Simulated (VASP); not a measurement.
# AlN (F-43m) in VASP: further runs, part 2 of 2

VASP 6.6.1. The steps go on from the part before.

## 3. Relaxation of cell and atoms, PBEsol

This run uses another cell than the first one, of 10.42 Å³/atom, 0.994 times its volume.

The input, INCAR:

```
  PREC = Accurate
  ENCUT = 600
  EDIFF = 1E-6
  ISMEAR = -1
  SIGMA = 0.05
  LREAL = F
  LASPH = T
  NELM = 80
  ALGO = Normal
  ISIF = 3
  LWAVE = F
  LCHARG = F
  GGA = PS
  IBRION = 2
  NSW = 100
  EDIFFG = -0.002
```

The input, KPOINTS:

```
Automatic mesh
0
Gamma
  18 18 18
```

The input, POSCAR:

```
AlN
1.0
    0.0000000000      2.1839935596      2.1839935596
    2.1839935596      0.0000000000      2.1839935596
    2.1839935596      2.1839935596      0.0000000000
Al N
1 1
Direct
    0.0000000000      0.0000000000      0.0000000000
    0.2500000000      0.2500000000      0.2500000000
```

Potentials or basis: VASP PAW PBE potentials, release 64 (Al, N).

The run is started by

```bash
$ cat potpaw_PBE.64/Al/POTCAR potpaw_PBE.64/N/POTCAR > POTCAR
$ mpirun -np 1 vasp_std > vasp.out
```

OUTCAR:

```text
PREC = Accurate
   ENCUT = 600
   EDIFF = 1E-6
   ISMEAR = -1
   LREAL = F
   LASPH = T
   NELM = 80
   ISIF = 3
   GGA = PS
   IBRION = 2
   NSW = 100
   EDIFFG = -0.002

 ion  position               nearest neighbor table
   1  0.000  0.000  0.000-   2 1.89   2 1.89   2 1.89   2 1.89
   2  0.250  0.250  0.250-   1 1.89   1 1.89   1 1.89   1 1.89

  LATTYP: Found a face centered cubic cell.
 ALAT       =     4.3679871192

  Lattice vectors:

 A1 = (   0.0000000000,   2.1839935596,   2.1839935596)
 A2 = (   2.1839935596,   0.0000000000,   2.1839935596)
 A3 = (   2.1839935596,   2.1839935596,   0.0000000000)

Analysis of symmetry for initial positions (statically):
=====================================================================
 Subroutine PRICEL returns:
 Original cell was already a primitive cell.

 Routine SETGRP: Setting up the symmetry group for a
 face centered cubic supercell.

 Subroutine GETGRP returns: Found 24 space group operations
 (whereof 24 operations were pure point group operations)
 out of a pool of 48 trial point group operations.

The static configuration has the point symmetry T_d .

Analysis of symmetry for dynamics (positions and initial velocities):
=====================================================================
 Subroutine PRICEL returns:
 Original cell was already a primitive cell.

 Routine SETGRP: Setting up the symmetry group for a
 face centered cubic supercell.

 Subroutine GETGRP returns: Found 24 space group operations
 (whereof 24 operations were pure point group operations)
 out of a pool of 48 trial point group operations.

The dynamic configuration has the point symmetry T_d .

 Subroutine INISYM returns: Found 24 space group operations
 (whereof 24 operations are pure point group operations),
 and found     1 'primitive' translations

----------------------------------------------------------------------------------------

                                     Primitive cell

  volume of cell :      20.8345

  direct lattice vectors                    reciprocal lattice vectors
     0.000000000  2.183993560  2.183993560    -0.228938404  0.228938404  0.228938404
     2.183993560  0.000000000  2.183993560     0.228938404 -0.228938404  0.228938404
     2.183993560  2.183993560  0.000000000     0.228938404  0.228938404 -0.228938404

  length of vectors
     3.088633312  3.088633312  3.088633312     0.396532948  0.396532948  0.396532948

  position of ions in fractional coordinates (direct lattice)
     0.000000000  0.000000000  0.000000000
     0.250000000  0.250000000  0.250000000

  ion indices of the primitive-cell ions
   primitive index   ion index
                 1           1
                 2           2

----------------------------------------------------------------------------------------

 KPOINTS: Automatic mesh

Automatic generation of k-mesh.
 Grid dimensions read from file:
 generate k-points for:   18   18   18

 Generating k-lattice:

  Cartesian coordinates                     Fractional coordinates (reciprocal lattice)
[... 39 lines left out ...]
 -0.277778  0.055556  0.000000     24.000000
 -0.222222  0.055556  0.000000     24.000000
 [... further k-points ...]
   k-points           NKPTS =    195   k-points in BZ     NKDIM =    195   number of bands    NBANDS=      8
   number of dos      NEDOS =    301   number of ions     NIONS =      2
   total plane-waves  NPLWV =  21952
   dimension x,y,z NGX =    28 NGY =   28 NGZ =   28
   dimension x,y,z NGXF=    56 NGYF=   56 NGZF=   56
   ions per type =               1   1
   NGX,Y,Z   is equivalent  to a cutoff of  15.07, 15.07, 15.07 a.u.
   NGXF,Y,Z  is equivalent  to a cutoff of  30.14, 30.14, 30.14 a.u.
 SYSTEM =  unknown system
   PREC   = accura    normal or accurate (medium, high low for compatibility)
   ISTART =      0    job   : 0-new  1-cont  2-samecut
   ICHARG =      2    charge: 1-file 2-atom 10-const
   ISPIN  =      1    spin polarized calculation?
   LNONCOLLINEAR =      F non collinear calculations
   LSORBIT =      F    spin-orbit coupling
   LASPH  =      T    aspherical Exc in radial PAW
   ENCUT  =  600.0 eV  44.10 Ry    6.64 a.u.   6.17  6.17  6.17*2*pi/ulx,y,z
   NELM   =     80;   NELMIN=  2; NELMDL= -5     # of ELM steps
   EDIFF  = 0.1E-05   stopping-criterion for ELM
   LREAL  =      F    real-space projection
   EDIFFG = -.2E-02   stopping-criterion for IOM
   NSW    =    100    number of steps for IOM
   IBRION =      2    ionic relax: 0-MD 1-quasi-New 2-CG
   NFREE  =      1    steps in history (QN), initial steepest desc. (CG)
   ISIF   =      3    stress and relaxation
   ISYM   =      2    0-nonsym 1-usesym 2-fastsym
   POTIM  = 0.5000    time-step for ionic-motion
   TEBEG  =    0.0;   TEEND  =   0.0 temperature during run
   PSTRESS=    0.0 pullay stress
   NELECT =       8.0000    total number of electrons
   NUPDOWN=      -1.0000    fix difference up-down
   EMIN   =  10.00;   EMAX   =-10.00  energy-range for DOS
   EFERMI =   0.00;   METHOD = LEGACY
   ISMEAR =    -1;   SIGMA  =   0.05  broadening in eV -4-tet -1-fermi 0-gaus
   EFERMI_NEDOS =   21; number of points for ismear=-14 and -15
   IALGO  =     38    algorithm
   IMIX   =      4    mixing-type and parameters
     AMIX     =   0.40;   BMIX     =  1.00
     AMIX_MAG =   1.60;   BMIX_MAG =  1.00
  volume/ion in A,a.u.               =      10.42        70.30
  Fermi-wavevector in a.u.,A,eV,Ry     =   1.189899  2.248583 19.263943  1.415860
  Thomas-Fermi vector in A             =   2.325996
   LORBIT       =      0    0 simple, 1 ext, 2 COOP (PROOUT), +10 PAW based schemes
   GGA     = PS    functional components
   LHFCALC =     F    Hartree Fock is set to
   AEXX    =    0.0000 exact exchange contribution
   IVDW    =     0    specifies the selected vdW correction
   LEPSILON=     F    determine dielectric tensor
   LRPA    =     F    only Hartree local field effects (RPA)
 conjugate gradient relaxation of ions
 non-spin polarized calculation
  energy-cutoff  :      600.00
  volume of cell :       20.83
 maximum number of plane-waves:       725
 NGX is ok and might be reduce to    28
   NGX = 13   NGY = 13   NGZ = 13

--------------------------------------- Ionic step        1  -------------------------------------------

 number of electron       7.9999999 magnetization

 Free energy of the ion-electron system (eV)
  ---------------------------------------------------
  ext. energy  EPLUGINS =         0.00000000
  ---------------------------------------------------
  free energy    TOTEN  =       -15.61236942 eV

  energy without entropy =      -15.61236942  energy(sigma->0) =      -15.61236942

------------------------ aborting loop because EDIFF is reached ----------------------------------------

  FORCE on cell =-STRESS in cart. coord.  units (eV):
  Direction    XX          YY          ZZ          XY          YZ          ZX
  --------------------------------------------------------------------------------------
  -------------------------------------------------------------------------------------
  Total        0.1569124      0.1569124      0.1569124     -0.0000000      0.0000000     -0.0000000
  in kB       12.0665708     12.0665708     12.0665708     -0.0000000      0.0000000     -0.0000000
  external PRESSURE =      12.0665708 kB  Pullay stress =       0.0000000 kB
[... 59 lines left out ...]
--------------------------------------- Ionic step        3  -------------------------------------------

 number of electron       7.9999999 magnetization

 Free energy of the ion-electron system (eV)
  ---------------------------------------------------
  ext. energy  EPLUGINS =         0.00000000
  ---------------------------------------------------
  free energy    TOTEN  =       -15.61283103 eV

  energy without entropy =      -15.61283103  energy(sigma->0) =      -15.61283103

 E-fermi :   6.8073     XC(G=0): -11.1035

 val. band max:        5.8220583883   @ k =   0.0000   0.0000   0.0000
 cond. band min:       9.0066987847   @ k =   0.5000   0.5000   0.0000
 fundamental gap:      3.1846403964
 Fermi energy:         6.8073409066

 k-point     1 :       0.0000    0.0000    0.0000
  band No.  band energies     occupation
      1      -9.1023      2.00000
      2       5.8221      2.00000
      3       5.8221      2.00000
      4       5.8221      2.00000
      5       9.9033      0.00000
      6      18.2334      0.00000
      7      18.2334      0.00000
      8      18.2334      0.00000
[... 243 lines left out ...]
 k-point    24 :      -0.2222    0.0556    0.0000
  band No.  band energies     occupation
      1      -8.2677      2.00000
      2       2.6912      2.00000
      3       5.3282      2.00000
      4       5.6685      2.00000
      5      12.1909      0.00000
      6      16.6618      0.00000
      7      17.8951      0.00000
      8      18.0837      0.00000

 [... further k-points ...]
[... 5 lines left out ...]
  --------------------------------------------------------------------------------------
  -------------------------------------------------------------------------------------
  Total        0.0004453      0.0004453      0.0004453      0.0000000      0.0000000      0.0000000
  in kB        0.0340430      0.0340430      0.0340430      0.0000000      0.0000000      0.0000000
  external PRESSURE =       0.0340430 kB  Pullay stress =       0.0000000 kB
[... 17 lines left out ...]
  FREE ENERGIE OF THE ION-ELECTRON SYSTEM (eV)
  ---------------------------------------------------
  free  energy   TOTEN  =       -15.6128310329 eV

  energy  without entropy=      -15.6128310328  energy(sigma->0) =      -15.61283103

 reached required accuracy - stopping structural energy minimisation
```

CONTCAR:

```text
AlN
   1.00000000000000
    -0.0000000000000000    2.1882995783093282    2.1882995783093282
     2.1882995783093282    0.0000000000000000    2.1882995783093282
     2.1882995783093282    2.1882995783093282   -0.0000000000000000
  Al              N
     1     1
Direct
     0.0000000000000000    0.0000000000000000    0.0000000000000000
     0.2500000000000000    0.2500000000000000    0.2500000000000000

  0.00000000E+00  0.00000000E+00  0.00000000E+00
  0.00000000E+00  0.00000000E+00  0.00000000E+00
```

Run time: 92 s. Hardware: 1 thread of AMD EPYC 7R43 (Zen 3), shared host; peak memory 0.15 GiB.

What came out:

```yaml
Free_energy: -15.6128 eV
Relaxed_volume: 10.48 Å³/atom
Relaxed_cell: a = 3.095 Å, b = 3.095 Å, c = 3.095 Å, α = 60.00°, β = 60.00°, γ = 60.00°
Space_group_after_relaxing_to_0.05_Å: F-43m (No. 216)
Energy_gained_by_relaxing: 0.2 meV/atom
Ionic_steps: 3
Pressure_after_relaxing: 0.0 GPa
Band_gap_on_the_k_mesh: 3.18 eV, indirect (least direct gap 4.08 eV)
```

The path:
| step | energy change (eV) | largest force (eV/Å) | pressure (GPa) | volume (Å³) |
| --- | --- | --- | --- | --- |
| 1 | 0.0000 | 0.0000 | 1.21 | 20.83 |
| 2 | -0.0001 | 0.0000 | -1.08 | 21.07 |
| 3 | -0.0005 | 0.0000 | 0.00 | 20.96 |

Final structure:
```
Al N
1.0
     0.00000    2.18830    2.18830
     2.18830    0.00000    2.18830
     2.18830    2.18830    0.00000
Al N
1 1
Direct
  0.00000 0.00000 0.00000
  0.25000 0.25000 0.25000
```

Caveat: the PAW data sets were made with another functional, which shifts forces and pressure a little. A k mesh can miss the band edges.
